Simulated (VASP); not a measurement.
Here is a VASP 6.6.1 calculation.

INCAR

```
SYSTEM = WSe2
ALGO = Normal
EDIFF = 1E-6
ENCUT = 520
GGA = PE
ISIF = 2
ISMEAR = 0
IVDW = 12
LASPH = .TRUE.
LCHARG = .TRUE.
LELF = .TRUE.
LREAL = .FALSE.
LVHAR = .TRUE.
LWAVE = .FALSE.
NBANDS = 35
NELM = 60
PREC = Accurate
SIGMA = 0.02
```

Contents of KPOINTS:

```
k-points
0
G
  12 12 2
  0 0 0
```

The input POSCAR:

```
WSe2
1.0
    3.2299861641      0.0000000000      0.0000000000
   -1.6149930821      2.7972500720      0.0000000000
    0.0000000000      0.0000000000     12.9034911435
W Se
2 4
Direct
    0.6666666667      0.3333333333      0.2499645175
    0.3333333333      0.6666666667      0.7500354825
    0.3333333333      0.6666666667      0.3816646942
    0.6666666667      0.3333333333      0.8817349847
    0.3333333333      0.6666666667      0.1182650153
    0.6666666667      0.3333333333      0.6183353058
```

Potentials or basis: VASP PAW PBE potentials, release 64 (W_sv, Se).

Command:

```console
$ cat potpaw_PBE.64/W_sv/POTCAR potpaw_PBE.64/Se/POTCAR > POTCAR
$ mpirun -np 1 vasp_std > vasp.out
```

Problem. What does it give for the band gap on the k mesh?

Solution. 0.94 eV (least direct gap 1.76 eV).

Problem. Estimate the pressure.

Solution. 3.1 GPa.

Problem. Predict the largest force.

Solution. 0.130 eV/Å.

Stress tensor (GPa, compression positive):
```
4.22 0.00 0.00
0.00 4.22 0.00
0.00 0.00 0.89
```

Caveat: the cell differs from its parent crystal (biaxial strain in the a-b plane: -1.5 %); the cell stands under pressure; spin-orbit coupling is left out, which moves the levels of the heavy elements. A k mesh can miss the band edges.
